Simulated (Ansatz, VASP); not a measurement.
## SiC: VASP beside Ansatz

File POSCAR:

```
SiC
1.0
    3.0467794827      0.0000000000      0.0000000000
   -1.5233897414      2.6385884317      0.0000000000
    0.0000000000      0.0000000000     10.0954968298
Si C
4 4
Direct
    0.0000000000      0.0000000000      0.0001642229
    0.3333333333      0.6666666667      0.2501942298
    0.0000000000      0.0000000000      0.5001642229
    0.6666666667      0.3333333333      0.7501942298
    0.0000000000      0.0000000000      0.1870151405
    0.3333333333      0.6666666667      0.4376264069
    0.0000000000      0.0000000000      0.6870151405
    0.6666666667      0.3333333333      0.9376264069
```

File INCAR.step1:

```
SYSTEM = SiC
PREC = Accurate
ENCUT = 520
ISMEAR = 0
SIGMA = 0.01
LREAL = .False.
LASPH = .True.
NELM = 100
NBANDS = 26
GGA = PE
ALGO = Normal
EDIFF = 1E-4
LWAVE = .True.
LCHARG = .False.
```

Contents of INCAR.step2:

```
SYSTEM = SiC
PREC = Accurate
ENCUT = 520
EDIFF = 1E-7
ISMEAR = 0
SIGMA = 0.01
LREAL = .False.
LASPH = .True.
NELM = 100
ALGO = Normal
ISIF = 2
LWAVE = .False.
LCHARG = .True.
METAGGA = R2SCAN
LMIXTAU = .True.
LELF = .True.
LVHAR = .True.
NBANDS = 26
ISTART = 1
```

Contents of KPOINTS:

```
regular mesh
0
Gamma
  12 12 4
  0 0 0
```

Input for Ansatz:

```yaml
crystal:
  lattice:
    - [3.0467794827, 0.0, 0.0]
    - [-1.5233897414, 2.6385884317, 0.0]
    - [0.0, 0.0, 10.0954968298]
  atoms:
    - { symbol: Si, position: [0.0, 0.0, 0.0001642229] }
    - { symbol: Si, position: [0.3333333333, 0.6666666667, 0.2501942298] }
    - { symbol: Si, position: [0.0, 0.0, 0.5001642229] }
    - { symbol: Si, position: [0.6666666667, 0.3333333333, 0.7501942298] }
    - { symbol: C, position: [0.0, 0.0, 0.1870151405] }
    - { symbol: C, position: [0.3333333333, 0.6666666667, 0.4376264069] }
    - { symbol: C, position: [0.0, 0.0, 0.6870151405] }
    - { symbol: C, position: [0.6666666667, 0.3333333333, 0.9376264069] }
kpoints:
  mp_grid: { grid: [12, 12, 4] }
  band_path:
    path:
      - [0.0, 0.0, 0.0]
      - [0.5, 0.0, 0.0]
      - [0.3333333333, 0.3333333333, 0.0]
      - [0.0, 0.0, 0.5]
      - [0.5, 0.0, 0.5]
      - [0.3333333333, 0.3333333333, 0.5]
      - [0.0, 0.5, 0.0]
    npoints: 1
hamiltonian:
  xc: r2scan
scf:
  occupations: { method: fixed }
  n_extra_bands: 6
output:
  forces: true
  stress: true
  eigenvalues: true
  write_density: true
  write_potential: true
  elf: true
  volumetric_format: npy
```

Change from the starting cell: epitaxial_xy strain -1.0%.

Alike in both runs: task single point; functional r2SCAN; k mesh 12 × 12 × 4; no spin polarisation.

|  | VASP | Ansatz |
| --- | --- | --- |
| version | VASP 6.6.1 | Ansatz 0.2.0 |
| potentials or method | VASP PAW PBE potentials, release 64 (Si, C) | plane waves, PAW |
| plane-wave cutoff (eV) | 520 | 500 |
| occupations | gaussian, width 0.01 eV | fixed |
| valence electrons in the cell | 32 | 32 |

|  | VASP | Ansatz | Ansatz less VASP |
| --- | --- | --- | --- |
| gap on the k mesh at the Fermi level (eV) | 2.54 | 2.53 | -0.011 |
| pressure (GPa) | 4.1 | 4.3 | +0.20 |
| traceless stress, the component that is largest in VASP (GPa) | -4.40 | -4.39 | +0.018 |

VASP's potentials were made for PBE, not for r2SCAN.
